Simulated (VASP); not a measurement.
# W5N in VASP: notebook

Runs on W5N. Level: PBEsol. Tasks: single point.

Everything below comes from runs of VASP 6.6.1. Logs are shortened: lines on timing, memory, paths and dates and some standing lists are left out, and cuts for length are marked.

## 1. The cell of the first run

The cell holds a slab with vacuum, 6 atoms: a = 3.154 Å, b = 3.154 Å, c = 25.309 Å, α = 90.00°, β = 90.00°, γ = 90.00°.

## 2. Single point, PBEsol

INCAR reads:

```
PREC     = Accurate       # precision mode
ENCUT    = 520            # plane-wave cutoff, eV
EDIFF    = 1E-6           # SCF threshold, eV
ISMEAR   = 0              # smearing method
SIGMA    = 0.1            # smearing width, eV
LREAL    = False          # projectors in reciprocal space
LASPH    = True           # aspherical terms in the spheres
NELM     = 80             # most SCF steps
ALGO     = Normal         # electronic algorithm
ISIF     = 2              # what is computed and relaxed
LWAVE    = False          # write WAVECAR
LCHARG   = True           # write CHGCAR
LDIPOL   = True         
IDIPOL   = 3            
DIPOL    = 0.5 0.5 0.494
GGA      = PS             # functional
LELF     = True           # ELF
LVHAR    = True         
LVACPOTAV= True         
NBANDS   = 46             # bands
```

KPOINTS reads:

```
Automatic mesh
0
Gamma
  9 9 1
```

POSCAR reads:

```
W5N
1.0
    3.1543602768      0.0000000000      0.0000000000
    0.0000000000      3.1543602768      0.0000000000
    0.0000000000      0.0000000000     25.3087205537
W N
5 1
Direct
    0.5000000000      0.5000000000      0.3358526158
    0.0000000000      0.0000000000      0.3981702717
    0.5000000000      0.5000000000      0.4606049288
    0.0000000000      0.0000000000      0.5223823071
    0.5000000000      0.5000000000      0.5900095557
    0.5000000000      0.5000000000      0.6571728394
```

Potentials or basis: VASP PAW PBE potentials, release 64 (W_sv, N).

The run is started by

```
$ cat potpaw_PBE.64/W_sv/POTCAR potpaw_PBE.64/N/POTCAR > POTCAR
$ mpirun -np 1 vasp_std > vasp.out
```

OUTCAR:

```text
PREC = Accurate
   ENCUT = 520
   EDIFF = 1E-6
   ISMEAR = 0
   LREAL = False
   LASPH = True
   NELM = 80
   ISIF = 2
   GGA = PS

 ion  position               nearest neighbor table
   1  0.500  0.500  0.336-   2 2.73   2 2.73   2 2.73   2 2.73   3 3.16
   2  0.000  0.000  0.398-   1 2.73   1 2.73   1 2.73   1 2.73   3 2.73   3 2.73   3 2.73   3 2.73
                             4 3.14
   3  0.500  0.500  0.461-   4 2.72   4 2.72   4 2.72   4 2.72   2 2.73   2 2.73   2 2.73   2 2.73
                             1 3.16   5 3.28
   4  0.000  0.000  0.522-   3 2.72   3 2.72   3 2.72   3 2.72   5 2.81   5 2.81   5 2.81   5 2.81
                             2 3.14
   5  0.500  0.500  0.590-   6 1.70   4 2.81   4 2.81   4 2.81   4 2.81   3 3.28
   6  0.500  0.500  0.657-   5 1.70

  LATTYP: Found a simple tetragonal cell.
 ALAT       =     3.1543602768
 C/A-ratio  =     8.0234083405

  Lattice vectors:

 A1 = (   3.1543602768,   0.0000000000,   0.0000000000)
 A2 = (   0.0000000000,   3.1543602768,   0.0000000000)
 A3 = (   0.0000000000,   0.0000000000,  25.3087205537)

Analysis of symmetry for initial positions (statically):
=====================================================================
 Subroutine PRICEL returns:
 Original cell was already a primitive cell.

 Routine SETGRP: Setting up the symmetry group for a
 simple tetragonal supercell.

 Subroutine GETGRP returns: Found  8 space group operations
 (whereof  8 operations were pure point group operations)
 out of a pool of 16 trial point group operations.

The static configuration has the point symmetry C_4v.

Analysis of symmetry for dynamics (positions and initial velocities):
=====================================================================
 Subroutine PRICEL returns:
 Original cell was already a primitive cell.

 Routine SETGRP: Setting up the symmetry group for a
 simple tetragonal supercell.

 Subroutine GETGRP returns: Found  8 space group operations
 (whereof  8 operations were pure point group operations)
 out of a pool of 16 trial point group operations.

The dynamic configuration has the point symmetry C_4v.

 Subroutine INISYM returns: Found  8 space group operations
 (whereof  8 operations are pure point group operations),
 and found     1 'primitive' translations

----------------------------------------------------------------------------------------

                                     Primitive cell

  volume of cell :     251.8215

  direct lattice vectors                    reciprocal lattice vectors
     3.154360277  0.000000000  0.000000000     0.317021492  0.000000000  0.000000000
     0.000000000  3.154360277  0.000000000     0.000000000  0.317021492  0.000000000
     0.000000000  0.000000000 25.308720554     0.000000000  0.000000000  0.039512072

  length of vectors
     3.154360277  3.154360277 25.308720554     0.317021492  0.317021492  0.039512072

  position of ions in fractional coordinates (direct lattice)
     0.500000000  0.500000000  0.335852616
     0.000000000  0.000000000  0.398170272
     0.500000000  0.500000000  0.460604929
     0.000000000  0.000000000  0.522382307
     0.500000000  0.500000000  0.590009556
     0.500000000  0.500000000  0.657172839

  ion indices of the primitive-cell ions
   primitive index   ion index
                 1           1
                 2           2
                 3           3
                 4           4
                 5           5
                 6           6

----------------------------------------------------------------------------------------

 KPOINTS: Automatic mesh

Automatic generation of k-mesh.
 Grid dimensions read from file:
 generate k-points for:    9    9    1

 Generating k-lattice:

  Cartesian coordinates                     Fractional coordinates (reciprocal lattice)
     0.035224610  0.000000000  0.000000000     0.111111111  0.000000000  0.000000000
     0.000000000  0.035224610  0.000000000     0.000000000  0.111111111  0.000000000
     0.000000000  0.000000000  0.039512072     0.000000000  0.000000000  1.000000000

  Length of vectors
     0.035224610  0.035224610  0.039512072

  Shift w.r.t. Gamma in fractional coordinates (k-lattice)
     0.000000000  0.000000000  0.000000000

 Subroutine IBZKPT returns following result:
 ===========================================

 Found     15 irreducible k-points:

 Following reciprocal coordinates:
            Coordinates               Weight
  0.000000  0.000000  0.000000      1.000000
  0.111111  0.000000  0.000000      4.000000
  0.222222  0.000000  0.000000      4.000000
  0.333333  0.000000  0.000000      4.000000
  0.444444  0.000000  0.000000      4.000000
  0.111111  0.111111  0.000000      4.000000
  0.222222  0.111111  0.000000      8.000000
  0.333333  0.111111  0.000000      8.000000
  0.444444  0.111111  0.000000      8.000000
  0.222222  0.222222  0.000000      4.000000
  0.333333  0.222222  0.000000      8.000000
  0.444444  0.222222  0.000000      8.000000
  0.333333  0.333333  0.000000      4.000000
  0.444444  0.333333  0.000000      8.000000
  0.444444  0.444444  0.000000      4.000000
   k-points           NKPTS =     15   k-points in BZ     NKDIM =     15   number of bands    NBANDS=     46
   number of dos      NEDOS =    301   number of ions     NIONS =      6
   total plane-waves  NPLWV = 110592
   dimension x,y,z NGX =    24 NGY =   24 NGZ =  192
   dimension x,y,z NGXF=    48 NGYF=   48 NGZF=  384
   ions per type =               5   1
   NGX,Y,Z   is equivalent  to a cutoff of  12.65, 12.65, 12.61 a.u.
   NGXF,Y,Z  is equivalent  to a cutoff of  25.30, 25.30, 25.22 a.u.
 SYSTEM =  unknown system
   PREC   = accura    normal or accurate (medium, high low for compatibility)
   ISTART =      0    job   : 0-new  1-cont  2-samecut
   ICHARG =      2    charge: 1-file 2-atom 10-const
   ISPIN  =      1    spin polarized calculation?
   LNONCOLLINEAR =      F non collinear calculations
   LSORBIT =      F    spin-orbit coupling
   LASPH  =      T    aspherical Exc in radial PAW
   ENCUT  =  520.0 eV  38.22 Ry    6.18 a.u.   5.87  5.87 47.06*2*pi/ulx,y,z
   NELM   =     80;   NELMIN=  2; NELMDL= -5     # of ELM steps
   EDIFF  = 0.1E-05   stopping-criterion for ELM
   LREAL  =      F    real-space projection
   EDIFFG = 0.1E-04   stopping-criterion for IOM
   NSW    =      0    number of steps for IOM
   IBRION =     -1    ionic relax: 0-MD 1-quasi-New 2-CG
   NFREE  =      0    steps in history (QN), initial steepest desc. (CG)
   ISIF   =      2    stress and relaxation
   ISYM   =      2    0-nonsym 1-usesym 2-fastsym
   POTIM  = 0.5000    time-step for ionic-motion
   TEBEG  =    0.0;   TEEND  =   0.0 temperature during run
   PSTRESS=    0.0 pullay stress
   NELECT =      75.0000    total number of electrons
   NUPDOWN=      -1.0000    fix difference up-down
   EMIN   =  10.00;   EMAX   =-10.00  energy-range for DOS
   EFERMI =   0.00;   METHOD = LEGACY
   ISMEAR =     0;   SIGMA  =   0.10  broadening in eV -4-tet -1-fermi 0-gaus
   EFERMI_NEDOS =   21; number of points for ismear=-14 and -15
   IALGO  =     38    algorithm
   IMIX   =      4    mixing-type and parameters
     AMIX     =   0.40;   BMIX     =  1.00
     AMIX_MAG =   1.60;   BMIX_MAG =  1.00
  volume/ion in A,a.u.               =      41.97       283.23
  Fermi-wavevector in a.u.,A,eV,Ry     =   1.093279  2.065998 16.262485  1.195259
  Thomas-Fermi vector in A             =   2.229561
   LORBIT       =      0    0 simple, 1 ext, 2 COOP (PROOUT), +10 PAW based schemes
   GGA     = PS    functional components
   LHFCALC =     F    Hartree Fock is set to
   AEXX    =    0.0000 exact exchange contribution
   IVDW    =     0    specifies the selected vdW correction
   LEPSILON=     F    determine dielectric tensor
   LRPA    =     F    only Hartree local field effects (RPA)
 non-spin polarized calculation
 Gauss-broadening in eV      SIGMA  =   0.10
  energy-cutoff  :      520.00
  volume of cell :      251.82
 maximum number of plane-waves:      6860
 NGX is ok and might be reduce to    24
   NGX = 11   NGY = 11   NGZ = 95

 dipolmoment           0.000000      0.000000     -0.014994 electrons x Angstroem

 number of electron      75.0000002 magnetization

 dipolmoment           0.000000      0.000000      0.240408 electrons x Angstroem

 Free energy of the ion-electron system (eV)
  ---------------------------------------------------
  ext. energy  EPLUGINS =         0.00000000
  ---------------------------------------------------
  free energy    TOTEN  =       -71.49027315 eV

  energy without entropy =      -71.45926211  energy(sigma->0) =      -71.47476763

 E-fermi :  -0.6669     XC(G=0):  -5.6401

 val. band max:       -0.6798991357   @ k =   0.1111   0.0000   0.0000
 cond. band min:      -0.6464827078   @ k =   0.1111   0.0000   0.0000
 fundamental gap:      0.0334164278
 Fermi energy:        -0.6669219520

 k-point     1 :       0.0000    0.0000    0.0000
  band No.  band energies     occupation
      1     -74.5480      2.00000
      2     -74.4515      2.00000
      3     -74.3324      2.00000
      4     -74.1101      2.00000
      5     -73.7652      2.00000
      6     -38.9965      2.00000
[... 38 lines left out ...]
     45       2.4048      0.00000
     46       2.5401      0.00000

 k-point     2 :       0.1111    0.0000    0.0000
  band No.  band energies     occupation
      1     -74.5436      2.00000
      2     -74.4481      2.00000
      3     -74.3353      2.00000
      4     -74.1101      2.00000
      5     -73.7647      2.00000
      6     -39.0284      2.00000
[... 38 lines left out ...]
     45       1.9392      0.00000
     46       2.2120      0.00000

 k-point     3 :       0.2222    0.0000    0.0000
  band No.  band energies     occupation
      1     -74.5324      2.00000
      2     -74.4383      2.00000
      3     -74.3441      2.00000
      4     -74.1100      2.00000
      5     -73.7636      2.00000
      6     -39.1249      2.00000
[... 38 lines left out ...]
     45       1.3768      0.00000
     46       2.2519      0.00000

 k-point     4 :       0.3333    0.0000    0.0000
  band No.  band energies     occupation
      1     -74.5195      2.00000
      2     -74.4229      2.00000
      3     -74.3586      2.00000
      4     -74.1099      2.00000
      5     -73.7623      2.00000
      6     -39.2157      2.00000
[... 479 lines left out ...]
     45       2.4761      0.00000
     46       2.5722      0.00000

 k-point    14 :       0.4444    0.3333    0.0000
  band No.  band energies     occupation
      1     -74.5037      2.00000
      2     -74.3931      2.00000
      3     -74.3739      2.00000
      4     -74.1029      2.00000
      5     -73.7548      2.00000
      6     -39.2119      2.00000
[... 38 lines left out ...]
     45       2.7888      0.00000
     46       2.8871      0.00000

 k-point    15 :       0.4444    0.4444    0.0000
  band No.  band energies     occupation
      1     -74.5015      2.00000
      2     -74.3895      2.00000
      3     -74.3733      2.00000
      4     -74.1009      2.00000
      5     -73.7529      2.00000
      6     -39.2524      2.00000
[... 38 lines left out ...]
     45       2.9208      0.00000
     46       3.1382      0.00000

------------------------ aborting loop because EDIFF is reached ----------------------------------------

  FORCE on cell =-STRESS in cart. coord.  units (eV):
  Direction    XX          YY          ZZ          XY          YZ          ZX
  --------------------------------------------------------------------------------------
  -------------------------------------------------------------------------------------
  Total       -7.4355644     -7.4355644     -2.0053727      0.0000000      0.0000000     -0.0000000
  in kB      -47.3076899    -47.3076899    -12.7588899      0.0000000      0.0000000     -0.0000000
  external PRESSURE =     -35.7914232 kB  Pullay stress =       0.0000000 kB

 VOLUME and BASIS-vectors are now :
 -----------------------------------------------------------------------------
  energy-cutoff  :      520.00
  volume of cell :      251.82
      direct lattice vectors                 reciprocal lattice vectors
     3.154360277  0.000000000  0.000000000     0.317021492  0.000000000  0.000000000
     0.000000000  3.154360277  0.000000000     0.000000000  0.317021492  0.000000000
     0.000000000  0.000000000 25.308720554     0.000000000  0.000000000  0.039512072

 POSITION                                       TOTAL-FORCE (eV/Angst)
 -----------------------------------------------------------------------------------
      1.57718      1.57718      8.50000        -0.000000     -0.000000      1.779291
      0.00000      0.00000     10.07718         0.000000     -0.000000     -1.834643
      1.57718      1.57718     11.65732         0.000000      0.000000      0.006797
      0.00000      0.00000     13.22083         0.000000     -0.000000      0.028032
      1.57718      1.57718     14.93239         0.000000     -0.000000     -0.366246
      1.57718      1.57718     16.63220         0.000000      0.000000      0.386769
 -----------------------------------------------------------------------------------
    total drift:                                0.000000     -0.000000     -0.000013

  FREE ENERGIE OF THE ION-ELECTRON SYSTEM (eV)
  ---------------------------------------------------
  free  energy   TOTEN  =       -71.4902731475 eV

  energy  without entropy=      -71.4592621138  energy(sigma->0) =      -71.47476763

 vacuum level on the upper side and lower side of the slab         7.967         3.596
```

It took 13 min on 1 thread of Intel Xeon 8259CL, shared host; peak memory 0.4 GiB.

Results:

```yaml
Free_energy: -71.4903 eV
Largest_force: 1.835 eV/Å
Band_gap_on_the_k_mesh: zero (an odd number of electrons rules out a gap without spin polarisation)
```

Forces in eV/Å, atoms in the order of the input:
```
W    0.000  0.000  1.779
W    0.000  0.000 -1.835
W    0.000  0.000  0.007
W    0.000  0.000  0.028
W    0.000  0.000 -0.366
N    0.000  0.000  0.387
```

Levels at points of the mesh, in eV from the Fermi level:
```
           k point  band 36  band 37  band 38  band 39  band 40  band 41
(0.00, 0.00, 0.00)    -0.27    -0.20    -0.20    -0.17     0.82     1.16
```

Caveat: the PAW data sets were made with another functional, which shifts forces and pressure a little; spin-orbit coupling is left out, which moves the levels of the heavy elements.

## 3. Single point, PBEsol

INCAR reads:

```
  PREC = Accurate
  ENCUT = 520
  EDIFF = 1E-6
  ISMEAR = 0
  SIGMA = 0.1
  LREAL = F
  LASPH = T
  NELM = 100
  ALGO = Normal
  ISIF = 2
  LWAVE = F
  LCHARG = T
  LDIPOL = T
  IDIPOL = 3
  DIPOL = 0.5 0.5 0.485
  GGA = PS
  LELF = T
  LVHAR = T
  LVACPOTAV = T
  NBANDS = 46
```

KPOINTS is that of step 2.

POSCAR reads:

```
W5N
1.0
    3.1543602768      0.0000000000      0.0000000000
    0.0000000000      3.1543602768      0.0000000000
    0.0000000000      0.0000000000     25.3087205537
W N
5 1
Direct
    0.5000000000      0.5000000000      0.3358526158
    0.0000000000      0.0000000000      0.3981702717
    0.5000000000      0.5000000000      0.4602995187
    0.0000000000      0.0000000000      0.5215085882
    0.5000000000      0.5000000000      0.5887457148
    0.0000000000      0.0000000000      0.6043603330
```

Potentials or basis: VASP PAW PBE potentials, release 64 (W_sv, N).

The run is started by

```
$ cat potpaw_PBE.64/W_sv/POTCAR potpaw_PBE.64/N/POTCAR > POTCAR
$ mpirun -np 1 vasp_std > vasp.out
```

OUTCAR:

```text
PREC = Accurate
   ENCUT = 520
   EDIFF = 1E-6
   ISMEAR = 0
   LREAL = F
   LASPH = T
   NELM = 100
   ISIF = 2
   GGA = PS

 ion  position               nearest neighbor table
   1  0.500  0.500  0.336-   2 2.73   2 2.73   2 2.73   2 2.73   3 3.15
   2  0.000  0.000  0.398-   3 2.73   3 2.73   3 2.73   3 2.73   1 2.73   1 2.73   1 2.73   1 2.73
                             4 3.12
   3  0.500  0.500  0.460-   4 2.72   4 2.72   4 2.72   4 2.72   2 2.73   2 2.73   2 2.73   2 2.73
                             1 3.15   5 3.25
[... 941 lines left out ...]
  Total      -12.9046161    -12.9046161     -2.4068581      0.0000000     -0.0000000      0.0000000
  in kB      -82.1037303    -82.1037303    -15.3132823      0.0000000     -0.0000000      0.0000000
  external PRESSURE =     -59.8402476 kB  Pullay stress =       0.0000000 kB

 VOLUME and BASIS-vectors are now :
 -----------------------------------------------------------------------------
  energy-cutoff  :      520.00
  volume of cell :      251.82
      direct lattice vectors                 reciprocal lattice vectors
     3.154360277  0.000000000  0.000000000     0.317021492  0.000000000  0.000000000
     0.000000000  3.154360277  0.000000000     0.000000000  0.317021492  0.000000000
     0.000000000  0.000000000 25.308720554     0.000000000  0.000000000  0.039512072

 POSITION                                       TOTAL-FORCE (eV/Angst)
 -----------------------------------------------------------------------------------
      1.57718      1.57718      8.50000         0.000000     -0.000000      1.676634
      0.00000      0.00000     10.07718         0.000000     -0.000000     -1.718129
      1.57718      1.57718     11.64959         0.000000      0.000000      0.008314
      0.00000      0.00000     13.19872         0.000000     -0.000000     -0.061184
      1.57718      1.57718     14.90040        -0.000000     -0.000000      0.025867
      0.00000      0.00000     15.29559         0.000000     -0.000000      0.068498
 -----------------------------------------------------------------------------------
    total drift:                                0.000000      0.000000      0.000080

  FREE ENERGIE OF THE ION-ELECTRON SYSTEM (eV)
  ---------------------------------------------------
  free  energy   TOTEN  =       -73.8987102536 eV

  energy  without entropy=      -73.8686392991  energy(sigma->0) =      -73.88367478

 vacuum level on the upper side and lower side of the slab         4.780         5.624
```

Run time: 10 min. Hardware: 1 thread of Intel Xeon 8259CL, shared host; peak memory 0.4 GiB.

What came out:

* Free energy: -73.8987 eV
* Largest force: 1.718 eV/Å
* Band gap on the k mesh: zero (an odd number of electrons rules out a gap without spin polarisation)

Forces on the atoms (eV/Å):
```
W    0.000  0.000  1.677
W    0.000  0.000 -1.718
W    0.000  0.000  0.008
W    0.000  0.000 -0.061
W    0.000  0.000  0.026
N    0.000  0.000  0.068
```

Levels at points of the mesh, in eV from the Fermi level:
```tsv
k point	band 36	band 37	band 38	band 39	band 40	band 41
(0.00, 0.00, 0.00)	-0.95	-0.88	-0.27	-0.17	-0.03	-0.03
```

Caveat: the PAW data sets were made with another functional, which shifts forces and pressure a little; spin-orbit coupling is left out, which moves the levels of the heavy elements.

The gap in the log of VASP goes by the Fermi energy; the results here count the filled bands.